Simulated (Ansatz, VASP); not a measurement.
ZnS in VASP and in Ansatz

POSCAR

```
ZnS
1.0
    3.8227020304      0.0000000000      0.0000000000
   -1.9113510152      3.3105570694      0.0000000000
    0.0000000000      0.0000000000     12.5200000000
Zn S
4 4
Direct
    0.0000000000      0.0000000000      0.0000000000
    0.0000000000      0.0000000000      0.5000000000
    0.3333333333      0.6666666667      0.2589856230
    0.6666666667      0.3333333333      0.7500000000
    0.0000000000      0.0000000000      0.1875000000
    0.0000000000      0.0000000000      0.6875000000
    0.3333333333      0.6666666667      0.4375000000
    0.6666666667      0.3333333333      0.9375000000
```

INCAR.step1

```
SYSTEM = ZnS
  ALGO = Normal
  EDIFF = 1E-4
  ENCUT = 520
  GGA = PE
  ISMEAR = 0
  LASPH = .True.
  LCHARG = .False.
  LREAL = .False.
  LWAVE = .True.
  NBANDS = 46
  NELM = 60
  PREC = Accurate
  SIGMA = 0.05
```

The input INCAR.step2:

```
SYSTEM = ZnS
  ALGO = Normal
  EDIFF = 1E-6
  ENCUT = 520
  ISIF = 2
  ISMEAR = 0
  ISTART = 1
  LASPH = .True.
  LCHARG = .True.
  LELF = .True.
  LMIXTAU = .True.
  LREAL = .False.
  LVHAR = .True.
  LWAVE = .False.
  METAGGA = R2SCAN
  NBANDS = 46
  NELM = 60
  PREC = Accurate
  SIGMA = 0.05
```

The input KPOINTS:

```
k-points
0
Gamma
  6 6 2
  0 0 0
```

Input for Ansatz:

```yaml
crystal:
  lattice:
    - [3.8227020304, 0.0, 0.0]
    - [-1.9113510152, 3.3105570694, 0.0]
    - [0.0, 0.0, 12.52]
  atoms:
    - { symbol: Zn, position: [0.0, 0.0, 0.0] }
    - { symbol: Zn, position: [0.0, 0.0, 0.5] }
    - { symbol: Zn, position: [0.3333333333, 0.6666666667, 0.258985623] }
    - { symbol: Zn, position: [0.6666666667, 0.3333333333, 0.75] }
    - { symbol: S, position: [0.0, 0.0, 0.1875] }
    - { symbol: S, position: [0.0, 0.0, 0.6875] }
    - { symbol: S, position: [0.3333333333, 0.6666666667, 0.4375] }
    - { symbol: S, position: [0.6666666667, 0.3333333333, 0.9375] }
basis:
  ecutwfc: 500
kpoints:
  mp_grid: { grid: [6, 6, 2] }
hamiltonian:
  xc: r2scan
scf:
  occupations: { method: gaussian, width: 0.05 }
output:
  forces: true
  stress: true
  eigenvalues: true
  write_density: true
  write_potential: true
  elf: true
  volumetric_format: npy
```

Alike in both runs: task single point; functional r2SCAN; k mesh 6 × 6 × 2; occupations gaussian, width 0.05 eV; no spin polarisation.

|  | VASP | Ansatz |
| --- | --- | --- |
| version | VASP 6.6.1 | Ansatz 0.2.0 |
| potentials or method | VASP PAW PBE potentials, release 64 (Zn, S), cutoff 520 eV | scalar-relativistic, plane waves, PAW |
| valence electrons in the cell | 72 | 72 |

Ansatz gave:

- gap on the k mesh at the Fermi level (eV): 2.59
- least direct gap on the mesh (eV): 2.59
- pressure (GPa): -0.8
- traceless stress, the component that is largest in VASP (GPa): 0.73
- rms of the force components (eV/Å): 0.279

**Question.** Which values does VASP return?

**Answer.** gap on the k mesh at the Fermi level (eV): 2.60; least direct gap on the mesh (eV): 2.60; pressure (GPa): -0.8; traceless stress, the component that is largest in VASP (GPa): 0.76; rms of the force components (eV/Å): 0.279.

VASP's potentials were made for PBE, not for r2SCAN. Atom by atom the forces differ by 0.007 eV/Å (rms over components).
